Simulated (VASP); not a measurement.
Write the native input for VASP 6.6.1 that does the following.

- Task: single point
- Functional: PBE
- Potentials or basis: VASP PAW PBE potentials, release 64 (K_sv, F)
- Cutoff: 600 eV
- k mesh: 8 × 8 × 8
- Occupations: gaussian, width 0.01 eV
- Spin: no spin polarisation
- Dipole correction: no
- Further INCAR settings: ALGO = Normal; EDIFF = 1e-06; NBANDS = 15

The structure of KF lies in POSCAR:

```
KF
1.0
    0.0000000000      2.7103775685      2.7103775685
    2.7103775685      0.0000000000      2.7103775685
    2.7103775685      2.7103775685      0.0000000000
K F
1 1
Direct
    0.0000000000      0.0000000000      0.0000000000
    0.5000000000      0.5000000000      0.5000000000
```

The input as run:

INCAR

```
PREC = Accurate ; ENCUT = 600
EDIFF = 1E-6 ; ISMEAR = 0
SIGMA = 0.01 ; LREAL = False
LASPH = True ; NELM = 120
ALGO = Normal ; ISIF = 2
LWAVE = False ; LCHARG = False
GGA = PE ; NBANDS = 15
GGA_COMPAT = False
```

KPOINTS

```
regular mesh
0
Gamma
  8 8 8
```

Potentials or basis: VASP PAW PBE potentials, release 64 (K_sv, F).

Run with:

```sh
$ cat potpaw_PBE.64/K_sv/POTCAR potpaw_PBE.64/F/POTCAR > POTCAR
$ mpirun -np 1 vasp_std > vasp.out
```

Results of the run:

```
Pressure               : 0.0 GPa
Band gap on the k mesh : 5.95 eV
```

Run time: 11 s on 1 thread of Intel Xeon 8259CL, with other jobs on the host, peak memory 0.18 GiB.
